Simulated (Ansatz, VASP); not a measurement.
## One calculation of TaN, two programs

File INCAR:

```
SYSTEM = TaN
PREC     = Accurate       ! precision mode
ENCUT    = 520            ! plane-wave cutoff, eV
EDIFF    = 1E-8           ! SCF threshold, eV
ISMEAR   = -1             ! smearing method
SIGMA    = 0.02           ! smearing width, eV
LREAL    = .FALSE.        ! projectors in reciprocal space
LASPH    = .TRUE.         ! aspherical terms in the spheres
NELM     = 80             ! most SCF steps
ALGO     = Normal         ! electronic algorithm
ISIF     = 2              ! what is computed and relaxed
LWAVE    = .FALSE.        ! write WAVECAR
LCHARG   = .FALSE.        ! write CHGCAR
GGA      = PS             ! functional
LEFG     = .TRUE.       
NBANDS   = 15             ! bands
```

Contents of KPOINTS:

```
regular mesh
0
G
  9 9 9
  0 0 0
```

Contents of POSCAR:

```
TaN
1.0
    0.0000000000      2.1790000000      2.1136300000
    2.1790000000      0.0000000000      2.1136300000
    2.1790000000      2.1790000000      0.0000000000
Ta N
1 1
Direct
    0.5000000000      0.5000000000      0.5000000000
    0.0000000000      0.0000000000      0.0000000000
```

Input for Ansatz:

```yaml
crystal:
  lattice:
    - [0.0, 2.179, 2.11363]
    - [2.179, 0.0, 2.11363]
    - [2.179, 2.179, 0.0]
  atoms:
    - { symbol: Ta, position: [0.5, 0.5, 0.5] }
    - { symbol: "N", position: [0.0, 0.0, 0.0] }
kpoints:
  mp_grid: { grid: [9, 9, 9] }
scf:
  occupations: { method: fermi_dirac, width: 0.02 }
hamiltonian:
  xc: pbesol
  pseudopotentials: { kind: paw }
output:
  forces: true
  stress: true
  eigenvalues: true
  efg: { contact_densities: true }
```

Change from the starting cell: zz strain of -3 %, PAW files.

Alike in both runs: task electric field gradients; functional PBEsol; k mesh 9 × 9 × 9; occupations fermi-dirac, width 0.02 eV; no spin polarisation.

|  | VASP | Ansatz |
| --- | --- | --- |
| version | VASP 6.6.1 | Ansatz 0.2.0 |
| potentials or method | VASP PAW PBE potentials, release 64 (Ta_pv, N) | PAW with Ansatz's default frozen-core files, scalar-relativistic |
| plane-wave cutoff (eV) | 520 | 420 |
| valence electrons in the cell | 16 | 18 |

Ansatz gave:

```
pressure (GPa)                                                : 17.5
traceless stress, the component that is largest in VASP (GPa) : 17.05
size of Vzz on the site where it differs most (V/Å²)          : 169.2
```

Task: Which values does VASP return?

Result: Pressure (GPa): 18.8; traceless stress, the component that is largest in VASP (GPa): 17.26; size of Vzz on the site where it differs most (V/Å²): 155.9.

VASP's potentials were made for PBE, not for PBEsol. VASP's potentials hold 16 valence electrons a cell and Ansatz's 18, so a difference there can come from the potentials and not from the codes.

Spin-orbit coupling is off throughout.
